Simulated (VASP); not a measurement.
# YRh2 (Fd-3m) in VASP: a series of runs

The runs below take YRh2 through single point, relaxation of cell and atoms, with LDA.

Program: VASP 6.6.1. These are calculated values, not measurements. Logs are shortened: lines on timing, memory, paths and dates and some standing lists are left out, and cuts for length are marked.

## 1. The cell of the first run

It takes space group Fd-3m (No. 227, cubic). The conventional cell has a = 7.382 Å, b = 7.382 Å, c = 7.382 Å, α = 90.00°, β = 90.00°, γ = 90.00°. Within 4.0 Å of Y (site symmetry -43m) lie 12 Rh at 3.06 Å and 4 Y at 3.20 Å. Within 3.4 Å of Rh (site symmetry -3m) lie 6 Rh at 2.61 Å and 6 Y at 3.06 Å.

## 2. Single point, LDA

Input file INCAR:

```
PREC = Accurate
ENCUT = 520
EDIFF = 1E-6
ISMEAR = 0
SIGMA = 0.1
LREAL = False
LASPH = True
NELM = 100
ALGO = Normal
ISIF = 2
LWAVE = False
LCHARG = False
NBANDS = 50
```

Input file KPOINTS:

```
regular mesh
0
Gamma
  8 8 8
```

Input file POSCAR:

```
YRh2
1.0
    0.0000000000      3.6907557355      3.6907557355
    3.6907557355      0.0000000000      3.6907557355
    3.6907557355      3.6907557355      0.0000000000
Y Rh
2 4
Direct
    0.0000000000      0.0000000000      0.0000000000
    0.2500000000      0.2500000000      0.2500000000
    0.6250000000      0.6250000000      0.6250000000
    0.1250000000      0.6250000000      0.6250000000
    0.6250000000      0.6250000000      0.1250000000
    0.6250000000      0.1250000000      0.6250000000
```

Potentials or basis: VASP PAW LDA potentials, release 64 (Y_sv, Rh_pv).

Started as:

```
$ cat potpaw_LDA.64/Y_sv/POTCAR potpaw_LDA.64/Rh_pv/POTCAR > POTCAR
$ mpirun -np 1 vasp_std > vasp.out
```

OUTCAR:

```text
PREC = Accurate
   ENCUT = 520
   EDIFF = 1E-6
   ISMEAR = 0
   LREAL = False
   LASPH = True
   NELM = 100
   ISIF = 2

 ion  position               nearest neighbor table
   1  0.000  0.000  0.000-   3 3.06   5 3.06   6 3.06   3 3.06   4 3.06   5 3.06   3 3.06   4 3.06
                             6 3.06   4 3.06   5 3.06   6 3.06   2 3.20   2 3.20   2 3.20   2 3.20
   2  0.250  0.250  0.250-   3 3.06   4 3.06   6 3.06   3 3.06   4 3.06   5 3.06   3 3.06   5 3.06
                             6 3.06   4 3.06   5 3.06   6 3.06   1 3.20   1 3.20   1 3.20   1 3.20
   3  0.625  0.625  0.625-   4 2.61   5 2.61   6 2.61   5 2.61   6 2.61   4 2.61   1 3.06   2 3.06
                             1 3.06   2 3.06   1 3.06   2 3.06
   4  0.125  0.625  0.625-   3 2.61   5 2.61   6 2.61   3 2.61   5 2.61   6 2.61   2 3.06   1 3.06
                             2 3.06   1 3.06   1 3.06   2 3.06
   5  0.625  0.625  0.125-   3 2.61   3 2.61   4 2.61   6 2.61   6 2.61   4 2.61   1 3.06   2 3.06
                             1 3.06   2 3.06   1 3.06   2 3.06
   6  0.625  0.125  0.625-   3 2.61   5 2.61   3 2.61   4 2.61   5 2.61   4 2.61   1 3.06   2 3.06
                             1 3.06   2 3.06   1 3.06   2 3.06

  LATTYP: Found a face centered cubic cell.
 ALAT       =     7.3815114710

  Lattice vectors:

 A1 = (   0.0000000000,   3.6907557355,   3.6907557355)
 A2 = (   3.6907557355,   0.0000000000,   3.6907557355)
 A3 = (   3.6907557355,   3.6907557355,   0.0000000000)

Analysis of symmetry for initial positions (statically):
=====================================================================
 Subroutine PRICEL returns:
 Original cell was already a primitive cell.

 Routine SETGRP: Setting up the symmetry group for a
 face centered cubic supercell.

 Subroutine GETGRP returns: Found 48 space group operations
 (whereof 24 operations were pure point group operations)
 out of a pool of 48 trial point group operations.

The static configuration has the point symmetry T_d .
 The point group associated with its full space group is O_h .

Analysis of symmetry for dynamics (positions and initial velocities):
=====================================================================
 Subroutine PRICEL returns:
 Original cell was already a primitive cell.

 Routine SETGRP: Setting up the symmetry group for a
 face centered cubic supercell.

 Subroutine GETGRP returns: Found 48 space group operations
 (whereof 24 operations were pure point group operations)
 out of a pool of 48 trial point group operations.

The dynamic configuration has the point symmetry T_d .
 The point group associated with its full space group is O_h .

 Subroutine INISYM returns: Found 48 space group operations
 (whereof 24 operations are pure point group operations),
 and found     1 'primitive' translations

[... 109 lines left out ...]
   ISYM   =      2    0-nonsym 1-usesym 2-fastsym
   POTIM  = 0.5000    time-step for ionic-motion
   TEBEG  =    0.0;   TEEND  =   0.0 temperature during run
   PSTRESS=    0.0 pullay stress
   NELECT =      82.0000    total number of electrons
   NUPDOWN=      -1.0000    fix difference up-down
   EMIN   =  10.00;   EMAX   =-10.00  energy-range for DOS
   EFERMI =   0.00;   METHOD = LEGACY
   ISMEAR =     0;   SIGMA  =   0.10  broadening in eV -4-tet -1-fermi 0-gaus
   EFERMI_NEDOS =   21; number of points for ismear=-14 and -15
   IALGO  =     38    algorithm
   IMIX   =      4    mixing-type and parameters
     AMIX     =   0.40;   BMIX     =  1.00
     AMIX_MAG =   1.60;   BMIX_MAG =  1.00
  volume/ion in A,a.u.               =      16.76       113.09
  Fermi-wavevector in a.u.,A,eV,Ry     =   1.529516  2.890367 31.829748  2.339421
  Thomas-Fermi vector in A             =   2.637127
   LORBIT       =      0    0 simple, 1 ext, 2 COOP (PROOUT), +10 PAW based schemes
   GGA     = CA    functional components
   LHFCALC =     F    Hartree Fock is set to
   AEXX    =    0.0000 exact exchange contribution
   IVDW    =     0    specifies the selected vdW correction
   LEPSILON=     F    determine dielectric tensor
   LRPA    =     F    only Hartree local field effects (RPA)
 non-spin polarized calculation
 Gauss-broadening in eV      SIGMA  =   0.10
  energy-cutoff  :      520.00
  volume of cell :      100.55
 maximum number of plane-waves:      2733
   NGX = 19   NGY = 19   NGZ = 19

 number of electron      81.9999978 magnetization

 Free energy of the ion-electron system (eV)
  ---------------------------------------------------
  ext. energy  EPLUGINS =         0.00000000
  ---------------------------------------------------
  free energy    TOTEN  =       -53.14268994 eV

  energy without entropy =      -53.13310240  energy(sigma->0) =      -53.13789617

 E-fermi :   8.5255     XC(G=0): -12.9081

 val. band max:        8.5216368652   @ k =   0.2500   0.2500   0.0000
 cond. band min:       8.6212872824   @ k =  -0.3750   0.3750   0.1250
 fundamental gap:      0.0996504172
 Fermi energy:         8.5254948445

 k-point     1 :       0.0000    0.0000    0.0000
  band No.  band energies     occupation
      1     -38.1326      2.00000
      2     -37.6704      2.00000
      3     -37.6704      2.00000
      4     -37.6704      2.00000
      5     -37.5138      2.00000
      6     -37.5138      2.00000
[... 1261 lines left out ...]
     49      11.6952      0.00000
     50      12.1672      0.00000

 [... further k-points ...]

------------------------ aborting loop because EDIFF is reached ----------------------------------------

  FORCE on cell =-STRESS in cart. coord.  units (eV):
  Direction    XX          YY          ZZ          XY          YZ          ZX
  --------------------------------------------------------------------------------------
  -------------------------------------------------------------------------------------
  Total        0.2352360      0.2352360      0.2352360     -0.0000000      0.0000000     -0.0000000
  in kB        3.7483360      3.7483360      3.7483360     -0.0000000      0.0000000     -0.0000000
  external PRESSURE =       3.7483360 kB  Pullay stress =       0.0000000 kB

 VOLUME and BASIS-vectors are now :
 -----------------------------------------------------------------------------
  energy-cutoff  :      520.00
  volume of cell :      100.55
      direct lattice vectors                 reciprocal lattice vectors
     0.000000000  3.690755735  3.690755735    -0.135473609  0.135473609  0.135473609
     3.690755735  0.000000000  3.690755735     0.135473609 -0.135473609  0.135473609
     3.690755735  3.690755735  0.000000000     0.135473609  0.135473609 -0.135473609

 POSITION                                       TOTAL-FORCE (eV/Angst)
 -----------------------------------------------------------------------------------
      0.00000      0.00000      0.00000        -0.000000     -0.000000     -0.000000
      1.84538      1.84538      1.84538         0.000000      0.000000      0.000000
      4.61344      4.61344      4.61344         0.000000      0.000000      0.000000
      4.61344      2.76807      2.76807         0.000000      0.000000      0.000000
      2.76807      2.76807      4.61344         0.000000      0.000000      0.000000
      2.76807      4.61344      2.76807         0.000000      0.000000      0.000000
 -----------------------------------------------------------------------------------
    total drift:                                0.000000      0.000000      0.000000

  FREE ENERGIE OF THE ION-ELECTRON SYSTEM (eV)
  ---------------------------------------------------
  free  energy   TOTEN  =       -53.1426899434 eV

  energy  without entropy=      -53.1331024036  energy(sigma->0) =      -53.13789617
```

Run time: 81 s. Hardware: 1 thread of Intel Xeon 6975P-C (Granite Rapids), shared host; peak memory 0.28 GiB.

Results:

- Free energy: -53.1427 eV
- Pressure: 0.4 GPa
- Band gap on the k mesh: zero (bands 41 and 42 overlap by 1.13 eV)

Levels at points of the mesh, in eV from the Fermi level:
```tsv
k point	band 38	band 39	band 40	band 41	band 42	band 43	band 44	band 45
(0.00, 0.00, 0.00)	-0.75	-0.55	-0.55	0.49	0.49	0.49	1.56	1.56
(0.50, 0.00, 0.00)	-0.87	-0.87	-0.44	-0.44	1.15	1.15	1.56	1.79
(0.50, 0.50, 0.00)	-1.89	-0.70	-0.70	-0.64	-0.64	0.64	0.64	2.33
```

## 3. Relaxation of cell and atoms, LDA

This run uses another cell than the first one, of 17.91 Å³/atom.

Input file INCAR:

```
  ALGO = Normal
  EDIFF = 1E-6
  EDIFFG = -0.005
  ENCUT = 600
  GGA = CA
  IBRION = 2
  ISIF = 3
  ISMEAR = 0
  LASPH = T
  LCHARG = F
  LREAL = F
  LWAVE = F
  NELM = 100
  NSW = 70
  PREC = Accurate
  SIGMA = 0.1
```

Input file KPOINTS:

```
k-points
0
Gamma
  8 8 8
```

Edit POSCAR of step 2 so:

```diff
@@ -2,5 +2,5 @@
 1.0
-    0.0000000000      3.6907557355      3.6907557355
-    3.6907557355      0.0000000000      3.6907557355
-    3.6907557355      3.6907557355      0.0000000000
+    0.0000000000      3.7731378850      3.7731378850
+    3.7731378850      0.0000000000      3.7731378850
+    3.7731378850      3.7731378850      0.0000000000
 Y Rh
```

Potentials or basis: VASP PAW LDA potentials, release 64 (Y_sv, Rh_pv).

Started as:

```
$ cat potpaw_LDA.64/Y_sv/POTCAR potpaw_LDA.64/Rh_pv/POTCAR > POTCAR
$ mpirun -np 1 vasp_std > vasp.out
```

Run time: 6.9 min. Hardware: 1 thread of Intel Xeon 6975P-C (Granite Rapids), shared host; peak memory 0.4 GiB.

It converged, with:

- Free energy: -53.1469 eV
- Relaxed volume: 16.79 Å³/atom
- Relaxed cell: a = 5.223 Å, b = 5.223 Å, c = 5.223 Å, α = 60.00°, β = 60.00°, γ = 60.00°
- Space group after relaxing (to 0.1 Å): Fd-3m (No. 227)
- Energy gained by relaxing: 38.3 meV/atom
- Ionic steps: 4
- Pressure after relaxing: 0.0 GPa
- Band gap on the k mesh: zero (bands 41 and 42 overlap by 1.13 eV)

The path:
```
step  energy change (eV)  largest force (eV/Å)  pressure (GPa)  volume (Å³)
   1              0.0000                0.0000          -10.36       107.43
   2              0.5234                0.0000           25.85        90.41
   3             -0.2298                0.0000           -0.40       100.94
   4             -0.2300                0.0000           -0.05       100.76
```

Final structure:
```
Y Rh
1.0
     0.00000    3.69334    3.69334
     3.69334    0.00000    3.69334
     3.69334    3.69334    0.00000
Y Rh
2 4
Cartesian
  0.0000 0.0000 0.0000
  1.8467 1.8467 1.8467
  4.6167 4.6167 4.6167
  4.6167 2.7700 2.7700
  2.7700 2.7700 4.6167
  2.7700 4.6167 2.7700
```

Levels at points of the mesh, in eV from the Fermi level:
| k point | band 37 | band 38 | band 39 | band 40 | band 41 | band 42 | band 43 | band 44 | band 45 | band 46 |
| --- | --- | --- | --- | --- | --- | --- | --- | --- | --- | --- |
| (0.00, 0.00, 0.00) | -0.75 | -0.75 | -0.54 | -0.54 | 0.49 | 0.49 | 0.49 | 1.55 | 1.55 | 1.55 |
| (0.50, 0.00, 0.00) | -0.88 | -0.87 | -0.87 | -0.44 | -0.44 | 1.15 | 1.15 | 1.55 | 1.79 | 1.89 |
| (0.50, 0.50, 0.00) | -1.89 | -1.89 | -0.70 | -0.70 | -0.64 | -0.64 | 0.64 | 0.64 | 2.32 | 2.32 |

The gap in the log of VASP goes by the Fermi energy; the results here count the filled bands.